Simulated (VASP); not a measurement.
# CuO2 (Cmcm) in VASP: a series of runs

Runs on CuO2. Level: PBEsol. Tasks: single point.

All numbers are computed with VASP 6.6.1; they aren't measurements. Logs are shortened: lines on timing, memory, paths and dates and some standing lists are left out, and cuts for length are marked.

### Step 1. The cell of the first run

The structure is orthorhombic, space group Cmcm (No. 63). Conventional cell: a = 2.886 Å, b = 9.425 Å, c = 3.773 Å, α = 90.00°, β = 90.00°, γ = 90.00°. Cu (site symmetry m2m) has 6 O at 1.91 to 1.96 Å within 2.5 Å. Within 2.6 Å of O (site symmetry m2m) lie 4 Cu at 1.94 to 1.96 Å and 7 O at 2.53 to 2.58 Å. O (site symmetry m2m) has 2 Cu at 1.91 Å and 2 O at 1.94 Å within 2.5 Å.

### Step 2. Single point, PBEsol

The input, INCAR:

```
  PREC = Accurate
  ENCUT = 520
  EDIFF = 1E-6
  ISMEAR = -1
  SIGMA = 0.05
  LREAL = False
  LASPH = True
  NELM = 60
  ALGO = Normal
  ISIF = 2
  LWAVE = False
  LCHARG = False
  GGA = PS
  NBANDS = 32
```

The input, KPOINTS:

```
regular mesh
0
Gamma
  10 10 6
```

The input, POSCAR:

```
CuO2
1.0
    1.4430683564     -4.7124155248      0.0000000000
    1.4430683564      4.7124155248      0.0000000000
    0.0000000000      0.0000000000      3.7727868670
Cu O
2 4
Direct
    0.1558780791      0.8441219209      0.7500000000
    0.8441219209      0.1558780791      0.2500000000
    0.7960144826      0.2039855174      0.7500000000
    0.2039855174      0.7960144826      0.2500000000
    0.5234261604      0.4765738396      0.7500000000
    0.4765738396      0.5234261604      0.2500000000
```

Potentials or basis: VASP PAW PBE potentials, release 64 (Cu, O).

Started as:

```
$ cat potpaw_PBE.64/Cu/POTCAR potpaw_PBE.64/O/POTCAR > POTCAR
$ mpirun -np 1 vasp_std > vasp.out
```

OUTCAR:

```text
PREC = Accurate
   ENCUT = 520
   EDIFF = 1E-6
   ISMEAR = -1
   LREAL = False
   LASPH = True
   NELM = 60
   ISIF = 2
   GGA = PS

 ion  position               nearest neighbor table
   1  0.156  0.844  0.750-   5 1.91   5 1.91   4 1.94   4 1.94   3 1.96   3 1.96
   2  0.844  0.156  0.250-   6 1.91   6 1.91   3 1.94   3 1.94   4 1.96   4 1.96
   3  0.796  0.204  0.750-   2 1.94   2 1.94   1 1.96   1 1.96
   4  0.204  0.796  0.250-   1 1.94   1 1.94   2 1.96   2 1.96
   5  0.523  0.477  0.750-   1 1.91   1 1.91   6 1.94   6 1.94
   6  0.477  0.523  0.250-   2 1.91   2 1.91   5 1.94   5 1.94

  LATTYP: Found a base centered orthorhombic cell.
 ALAT       =     2.8861367128
 B/A-ratio  =     3.2655525318
 C/A-ratio  =     1.3072100328

  Lattice vectors:

 A1 = (   1.4430683564,  -4.7124155248,   0.0000000000)
 A2 = (   1.4430683564,   4.7124155248,   0.0000000000)
 A3 = (   0.0000000000,   0.0000000000,   3.7727868670)

Analysis of symmetry for initial positions (statically):
=====================================================================
 Subroutine PRICEL returns:
 Original cell was already a primitive cell.

 Routine SETGRP: Setting up the symmetry group for a
 base centered orthorhombic supercell.

 Subroutine GETGRP returns: Found  8 space group operations
 (whereof  4 operations were pure point group operations)
 out of a pool of  8 trial point group operations.

The static configuration has the point symmetry C_2h.
 The point group associated with its full space group is D_2h.

Analysis of symmetry for dynamics (positions and initial velocities):
=====================================================================
 Subroutine PRICEL returns:
 Original cell was already a primitive cell.

 Routine SETGRP: Setting up the symmetry group for a
 base centered orthorhombic supercell.

 Subroutine GETGRP returns: Found  8 space group operations
 (whereof  4 operations were pure point group operations)
 out of a pool of  8 trial point group operations.

The dynamic configuration has the point symmetry C_2h.
 The point group associated with its full space group is D_2h.

 Subroutine INISYM returns: Found  8 space group operations
 (whereof  4 operations are pure point group operations),
 and found     1 'primitive' translations

----------------------------------------------------------------------------------------

                                     Primitive cell

  volume of cell :      51.3124

  direct lattice vectors                    reciprocal lattice vectors
     1.443068356 -4.712415525  0.000000000     0.346483933 -0.106102698  0.000000000
     1.443068356  4.712415525  0.000000000     0.346483933  0.106102698  0.000000000
     0.000000000  0.000000000  3.772786867     0.000000000  0.000000000  0.265056054

  length of vectors
     4.928418241  4.928418241  3.772786867     0.362365697  0.362365697  0.265056054

  position of ions in fractional coordinates (direct lattice)
     0.155878079  0.844121921  0.750000000
     0.844121921  0.155878079  0.250000000
     0.796014483  0.203985517  0.750000000
     0.203985517  0.796014483  0.250000000
     0.523426160  0.476573840  0.750000000
     0.476573840  0.523426160  0.250000000

  ion indices of the primitive-cell ions
   primitive index   ion index
                 1           1
                 2           2
                 3           3
                 4           4
                 5           5
                 6           6

----------------------------------------------------------------------------------------

 KPOINTS: regular mesh

Automatic generation of k-mesh.
 Grid dimensions read from file:
 generate k-points for:   10   10    6

 Generating k-lattice:

  Cartesian coordinates                     Fractional coordinates (reciprocal lattice)
     0.034648393 -0.010610270  0.000000000     0.100000000 -0.000000000  0.000000000
     0.034648393  0.010610270  0.000000000    -0.000000000  0.100000000  0.000000000
     0.000000000  0.000000000  0.044176009     0.000000000  0.000000000  0.166666667

  Length of vectors
     0.036236570  0.036236570  0.044176009

  Shift w.r.t. Gamma in fractional coordinates (k-lattice)
     0.000000000  0.000000000  0.000000000

 Subroutine IBZKPT returns following result:
 ===========================================

 Found    124 irreducible k-points:

 Following reciprocal coordinates:
            Coordinates               Weight
  0.000000  0.000000  0.000000      1.000000
  0.100000  0.000000  0.000000      4.000000
  0.200000  0.000000  0.000000      4.000000
  0.300000  0.000000  0.000000      4.000000
  0.400000  0.000000  0.000000      4.000000
  0.500000  0.000000  0.000000      2.000000
[... 16 lines left out ...]
  0.300000  0.300000  0.000000      2.000000
  0.400000  0.300000  0.000000      4.000000
 [... further k-points ...]
   k-points           NKPTS =    124   k-points in BZ     NKDIM =    124   number of bands    NBANDS=     32
   number of dos      NEDOS =    301   number of ions     NIONS =      6
   total plane-waves  NPLWV =  44800
   dimension x,y,z NGX =    40 NGY =   40 NGZ =   28
   dimension x,y,z NGXF=    80 NGYF=   80 NGZF=   56
   ions per type =               2   4
   NGX,Y,Z   is equivalent  to a cutoff of  13.49, 13.49, 12.34 a.u.
   NGXF,Y,Z  is equivalent  to a cutoff of  26.99, 26.99, 24.68 a.u.
 SYSTEM =  unknown system
   PREC   = accura    normal or accurate (medium, high low for compatibility)
   ISTART =      0    job   : 0-new  1-cont  2-samecut
   ICHARG =      2    charge: 1-file 2-atom 10-const
   ISPIN  =      1    spin polarized calculation?
   LNONCOLLINEAR =      F non collinear calculations
   LSORBIT =      F    spin-orbit coupling
   LASPH  =      T    aspherical Exc in radial PAW
   ENCUT  =  520.0 eV  38.22 Ry    6.18 a.u.   9.16  9.16  7.01*2*pi/ulx,y,z
   NELM   =     60;   NELMIN=  2; NELMDL= -5     # of ELM steps
   EDIFF  = 0.1E-05   stopping-criterion for ELM
   LREAL  =      F    real-space projection
   EDIFFG = 0.1E-04   stopping-criterion for IOM
   NSW    =      0    number of steps for IOM
   IBRION =     -1    ionic relax: 0-MD 1-quasi-New 2-CG
   NFREE  =      0    steps in history (QN), initial steepest desc. (CG)
   ISIF   =      2    stress and relaxation
   ISYM   =      2    0-nonsym 1-usesym 2-fastsym
   POTIM  = 0.5000    time-step for ionic-motion
   TEBEG  =    0.0;   TEEND  =   0.0 temperature during run
   PSTRESS=    0.0 pullay stress
   NELECT =      46.0000    total number of electrons
   NUPDOWN=      -1.0000    fix difference up-down
   EMIN   =  10.00;   EMAX   =-10.00  energy-range for DOS
   EFERMI =   0.00;   METHOD = LEGACY
   ISMEAR =    -1;   SIGMA  =   0.05  broadening in eV -4-tet -1-fermi 0-gaus
   EFERMI_NEDOS =   21; number of points for ismear=-14 and -15
   IALGO  =     38    algorithm
   IMIX   =      4    mixing-type and parameters
     AMIX     =   0.40;   BMIX     =  1.00
     AMIX_MAG =   1.60;   BMIX_MAG =  1.00
  volume/ion in A,a.u.               =       8.55        57.71
  Fermi-wavevector in a.u.,A,eV,Ry     =   1.578531  2.982992 33.902467  2.491761
  Thomas-Fermi vector in A             =   2.679048
   LORBIT       =      0    0 simple, 1 ext, 2 COOP (PROOUT), +10 PAW based schemes
   GGA     = PS    functional components
   LHFCALC =     F    Hartree Fock is set to
   AEXX    =    0.0000 exact exchange contribution
   IVDW    =     0    specifies the selected vdW correction
   LEPSILON=     F    determine dielectric tensor
   LRPA    =     F    only Hartree local field effects (RPA)
 non-spin polarized calculation
  energy-cutoff  :      520.00
  volume of cell :       51.31
 maximum number of plane-waves:      1412
 NGX is ok and might be reduce to    40
   NGX = 19   NGY = 19   NGZ = 15

 number of electron      45.9999993 magnetization

 Free energy of the ion-electron system (eV)
  ---------------------------------------------------
  ext. energy  EPLUGINS =         0.00000000
  ---------------------------------------------------
  free energy    TOTEN  =       -29.84608506 eV

  energy without entropy =      -29.80018249  energy(sigma->0) =      -29.82313378

 E-fermi :   5.4479     XC(G=0): -12.6957

 val. band max:        5.4410387178   @ k =   0.3000   0.3000   0.0000
 cond. band min:       5.4505142185   @ k =   0.2000   0.2000   0.3333
 fundamental gap:      0.0094755007
 Fermi energy:         5.4479145128

 k-point     1 :       0.0000    0.0000    0.0000
  band No.  band energies     occupation
      1     -15.3876      2.00000
      2     -13.5434      2.00000
      3     -12.4380      2.00000
      4     -10.9986      2.00000
      5      -1.9558      2.00000
      6      -1.8545      2.00000
[... 24 lines left out ...]
     31      18.1043      0.00000
     32      20.0796      0.00000

 k-point     2 :       0.1000    0.0000    0.0000
  band No.  band energies     occupation
      1     -15.2949      2.00000
      2     -13.5430      2.00000
      3     -12.4381      2.00000
      4     -10.9859      2.00000
      5      -1.9055      2.00000
      6      -1.7855      2.00000
[... 24 lines left out ...]
     31      18.3416      0.00000
     32      19.8551      0.00000

 k-point     3 :       0.2000    0.0000    0.0000
  band No.  band energies     occupation
      1     -15.0372      2.00000
      2     -13.5328      2.00000
      3     -12.4618      2.00000
      4     -10.9468      2.00000
      5      -1.7658      2.00000
      6      -1.6347      2.00000
[... 24 lines left out ...]
     31      18.9048      0.00000
     32      19.2809      0.00000

 k-point     4 :       0.3000    0.0000    0.0000
  band No.  band energies     occupation
      1     -14.6814      2.00000
      2     -13.4849      2.00000
      3     -12.5615      2.00000
      4     -10.8853      2.00000
      5      -1.5728      2.00000
      6      -1.5203      2.00000
[... 654 lines left out ...]
     31      18.1150      0.00000
     32      19.9636      0.00000

 k-point    23 :       0.3000    0.3000    0.0000
  band No.  band energies     occupation
      1     -14.2619      2.00000
      2     -13.4591      2.00000
      3     -12.7782      2.00000
      4     -10.8237      2.00000
      5      -1.6777      2.00000
      6      -1.2795      2.00000
[... 24 lines left out ...]
     31      19.1575      0.00000
     32      19.5779      0.00000

 k-point    24 :       0.4000    0.3000    0.0000
  band No.  band energies     occupation
      1     -14.4083      2.00000
      2     -13.8302      2.00000
      3     -12.5442      2.00000
      4     -10.8868      2.00000
      5      -1.4420      2.00000
      6      -1.3457      2.00000
[... 24 lines left out ...]
     31      18.6083      0.00000
     32      19.7745      0.00000

 [... further k-points ...]
[... 5 lines left out ...]
  --------------------------------------------------------------------------------------
  -------------------------------------------------------------------------------------
  Total        3.6200416      3.4608059      3.2645694      0.0000000     -0.0000000      0.0000000
  in kB      113.0319966    108.0600267    101.9327486      0.0000000     -0.0000000      0.0000000
  external PRESSURE =     107.6749239 kB  Pullay stress =       0.0000000 kB

 VOLUME and BASIS-vectors are now :
 -----------------------------------------------------------------------------
  energy-cutoff  :      520.00
  volume of cell :       51.31
      direct lattice vectors                 reciprocal lattice vectors
     1.443068356 -4.712415525  0.000000000     0.346483933 -0.106102698  0.000000000
     1.443068356  4.712415525  0.000000000     0.346483933  0.106102698  0.000000000
     0.000000000  0.000000000  3.772786867     0.000000000  0.000000000  0.265056054

 POSITION                                       TOTAL-FORCE (eV/Angst)
 -----------------------------------------------------------------------------------
      1.44307      3.24329      2.82959         0.000000     -0.016782      0.000000
      1.44307     -3.24329      0.94320         0.000000      0.016782     -0.000000
      1.44307     -2.78989      2.82959         0.000000     -0.043941      0.000000
      1.44307      2.78989      0.94320         0.000000      0.043941     -0.000000
      1.44307     -0.22079      2.82959         0.000000      0.112303     -0.000000
      1.44307      0.22079      0.94320         0.000000     -0.112303      0.000000
 -----------------------------------------------------------------------------------
    total drift:                               -0.000000     -0.000000      0.000000

  FREE ENERGIE OF THE ION-ELECTRON SYSTEM (eV)
  ---------------------------------------------------
  free  energy   TOTEN  =       -29.8460850628 eV

  energy  without entropy=      -29.8001824916  energy(sigma->0) =      -29.82313378
```

Run time: 3.4 min. Hardware: 1 thread of Intel Xeon 6975P-C (Granite Rapids), shared host; peak memory 0.31 GiB.

Results:

```
Free energy            : -29.8461 eV
Pressure               : 10.8 GPa
Largest force          : 0.112 eV/Å
Band gap on the k mesh : zero (band 23 reaches 5.92 eV, above the bottom of band 24 at 4.99 eV)
```

Forces on the atoms (eV/Å):
```
Cu   0.000 -0.017  0.000
Cu   0.000  0.017  0.000
O    0.000 -0.044  0.000
O    0.000  0.044  0.000
O    0.000  0.112  0.000
O    0.000 -0.112  0.000
```

Caveat: the PAW data sets were made with another functional, which shifts forces and pressure a little; semilocal functionals often make such compounds metallic where correlation or magnetic order opens a gap, which also shifts bond lengths. With open d or f shells a metallic result of PBEsol can be an artefact of self-interaction; +U or a hybrid may open a gap.

### Step 3. Single point, PBEsol

This run uses another cell than the first one, of 8.82 Å³/atom, 1.031 times its volume.

The input, INCAR:

```
PREC = Accurate ; ENCUT = 520
EDIFF = 1E-6 ; ISMEAR = -1
SIGMA = 0.05 ; LREAL = F
LASPH = T ; NELM = 80
ALGO = Normal ; ISIF = 2
LWAVE = F ; LCHARG = F
GGA = PS ; NBANDS = 32
```

KPOINTS is that of step 2.

The input, POSCAR:

```
CuO2
1.0
    1.4566214319     -4.8416837200      0.0000000000
    1.4566214319      4.8416837200      0.0000000000
    0.0000000000      0.0000000000      3.7522803641
Cu O
2 4
Direct
    0.1561404774      0.8438595226      0.7500000000
    0.8438595226      0.1561404774      0.2500000000
    0.7944920591      0.2055079409      0.7500000000
    0.2055079409      0.7944920591      0.2500000000
    0.5262480092      0.4737519908      0.7500000000
    0.4737519908      0.5262480092      0.2500000000
```

Potentials or basis: VASP PAW PBE potentials, release 64 (Cu, O).

Started as:

```
$ cat potpaw_PBE.64/Cu/POTCAR potpaw_PBE.64/O/POTCAR > POTCAR
$ mpirun -np 1 vasp_std > vasp.out
```

Wall time 3.1 min (1 thread of Intel Xeon 6975P-C (Granite Rapids), shared host); peak memory 0.31 GiB.

It converged, with:

| Quantity | Value |
| --- | --- |
| Free energy | -29.9287 eV |
| Pressure | 5.8 GPa |
| Largest force | 0.101 eV/Å |
| Band gap on the k mesh | zero (band 23 reaches 5.47 eV, above the bottom of band 24 at 4.59 eV) |

Forces in eV/Å, atoms in the order of the input:
```
Cu   0.000 -0.014  0.000
Cu   0.000  0.014  0.000
O    0.000 -0.032  0.000
O    0.000  0.032  0.000
O    0.000  0.101  0.000
O    0.000 -0.101  0.000
```

Stress tensor (GPa, compression positive):
```
6.24 0.00 0.00
0.00 5.83 0.00
0.00 0.00 5.27
```

Levels at points of the mesh, in eV from the Fermi level:
```
           k point  band 19  band 20  band 21  band 22  band 23  band 24  band 25  band 26  band 27  band 28
(0.00, 0.00, 0.00)    -2.07    -1.70    -1.42    -1.09    -0.80    -0.17     0.63     1.85     5.68     9.98
(0.50, 0.00, 0.00)    -2.79    -2.14    -1.92    -1.88    -1.31     0.07     0.16     2.05     9.78    10.31
(0.50, 0.50, 0.00)    -2.40    -1.66    -1.63    -1.10    -0.53     0.24     0.67     1.99     7.77     8.07
(0.00, 0.00, 0.50)    -2.02    -2.02    -0.69    -0.69     0.20     0.20     0.25     0.25     8.55     8.55
(0.50, 0.00, 0.50)    -2.62    -2.62    -1.02    -1.02     0.13     0.13     0.68     0.68    10.91    10.91
(0.50, 0.50, 0.50)    -2.04    -2.04    -0.77    -0.77     0.43     0.43     0.52     0.52     9.02     9.02
```

Caveat: the PAW data sets were made with another functional, which shifts forces and pressure a little; semilocal functionals often make such compounds metallic where correlation or magnetic order opens a gap, which also shifts bond lengths. With open d or f shells a metallic result of PBEsol can be an artefact of self-interaction; +U or a hybrid may open a gap.

[end of part 1 of 2]
